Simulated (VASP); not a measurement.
A run of VASP 6.6.1 is set up as follows.

INCAR

```
ALGO     = Fast           # electronic algorithm
EDIFF    = 1E-7           # SCF threshold, eV
ENCUT    = 520            # plane-wave cutoff, eV
GGA      = PE             # functional
ISIF     = 2              # what is computed and relaxed
ISMEAR   = 0              # smearing method
LASPH    = True           # aspherical terms in the spheres
LCHARG   = False          # write CHGCAR
LREAL    = False          # projectors in reciprocal space
LWAVE    = False          # write WAVECAR
NBANDS   = 19             # bands
NELM     = 80             # most SCF steps
PREC     = Accurate       # precision mode
SIGMA    = 0.15           # smearing width, eV
```

KPOINTS

```
k-points
0
Gamma
  18 18 10
```

The input POSCAR:

```
Ti
1.0
    2.9057478925      0.0000000000      0.0000000000
   -1.4528739462      2.5164514919      0.0000000000
    0.0000000000      0.0000000000      4.7562900000
Ti
2
Direct
    0.3333333333      0.6666666667      0.2500000000
    0.6666666667      0.3333333333      0.7500000000
```

Potentials or basis: VASP PAW PBE potentials, release 64 (Ti_sv).

Run with:

```bash
$ cat potpaw_PBE.64/Ti_sv/POTCAR > POTCAR
$ mpirun -np 1 vasp_std > vasp.out
```

**Question.** Estimate the pressure.

**Answer.** -0.3 GPa.

**Question.** Estimate the band gap on the k mesh.

**Answer.** Zero (band 12 reaches 9.01 eV, above the bottom of band 13 at 7.98 eV).

Stress tensor (GPa, compression positive):
```
 0.98  0.00  0.00
 0.00  0.98  0.00
 0.00  0.00 -2.72
```

Caveat: the cell differs from its parent crystal (strain -0.015 along x and y, +0.015 along z).
